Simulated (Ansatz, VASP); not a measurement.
# LiF in VASP and in Ansatz

```xyz
4
Lattice="2.9579 0.0000 0.0000 -1.4790 2.5616 0.0000 0.0000 0.0000 4.8891" Properties=species:S:1:pos:R:3 pbc="T T T"
Li    0.0000    1.7078    1.8773
Li    1.4790    0.8539    4.3219
F     0.0000    1.7078    4.8452
F     1.4790    0.8539    2.4007
```

Alike in both runs: task single point; functional LDA; k mesh 9 × 9 × 6; occupations gaussian, width 0.05 eV; no spin polarisation.

|  | VASP | Ansatz |
| --- | --- | --- |
| version | VASP 6.6.1 | Ansatz 0.2.0 |
| potentials or method | VASP PAW LDA potentials, release 64 (Li_sv, F), cutoff 520 eV | scalar-relativistic, plane waves, PAW |
| valence electrons in the cell | 20 | 20 |

```tsv
	VASP	Ansatz	Ansatz less VASP
gap on the k mesh at the Fermi level (eV)	7.89	7.91	+0.016
least direct gap on the mesh (eV)	7.89	7.91	+0.016
rms of the force components (eV/Å)	0.158	0.156	-0.0017
```

LDA's correlation is that of Perdew and Zunger in VASP and of Perdew and Wang (1992) in Ansatz. Atom by atom the forces differ by 0.002 eV/Å (rms over components).

Noted on VASP's run: the cutoff is under 1.25 times that of the potentials, so the pressure is a little rough.
